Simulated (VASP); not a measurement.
A run of VASP 6.6.1 is set up as follows.

The input INCAR:

```
PREC = Accurate
ENCUT = 520
EDIFF = 1E-8
ISMEAR = 0
SIGMA = 0.01
LREAL = False
LASPH = True
NELM = 100
ALGO = Normal
ISIF = 2
LWAVE = False
LCHARG = False
GGA = PS
NBANDS = 16
IBRION = 8
NSW = 1
LEPSILON = True
```

Contents of KPOINTS:

```
regular mesh
0
Gamma
  8 8 8
```

Contents of POSCAR:

```
GaN
1.0
    0.0000000000      2.1352350000      2.1352350000
    2.1352350000      0.0000000000      2.1352350000
    2.1352350000      2.1352350000      0.0000000000
Ga N
1 1
Direct
    0.0000000000      0.0000000000      0.0000000000
    0.5000000000      0.5000000000      0.5000000000
```

Potentials or basis: VASP PAW PBE potentials, release 64 (Ga_d, N).

Run with:

```bash
$ cat potpaw_PBE.64/Ga_d/POTCAR potpaw_PBE.64/N/POTCAR > POTCAR
$ mpirun -np 1 vasp_std > vasp.out
```

Problem. What does it give for the electronic dielectric tensor (diagonal)?

Solution. 9.01.

Problem. Predict the Born charges (mean of the diagonal).

Solution. Ga +3.64; N -3.64 e.

Problem. Predict the highest phonon frequency at Γ, LO-TO splitting left out.

Solution. 190 cm⁻¹.

Born effective charge tensors (e):
atom 1, Ga
```
3.64 0.00 0.00
0.00 3.64 0.00
0.00 0.00 3.64
```
atom 2, N
```
-3.64  0.00  0.00
 0.00 -3.64  0.00
 0.00  0.00 -3.64
```

Caveat: the cell stands under pressure or tension, which shifts response properties.
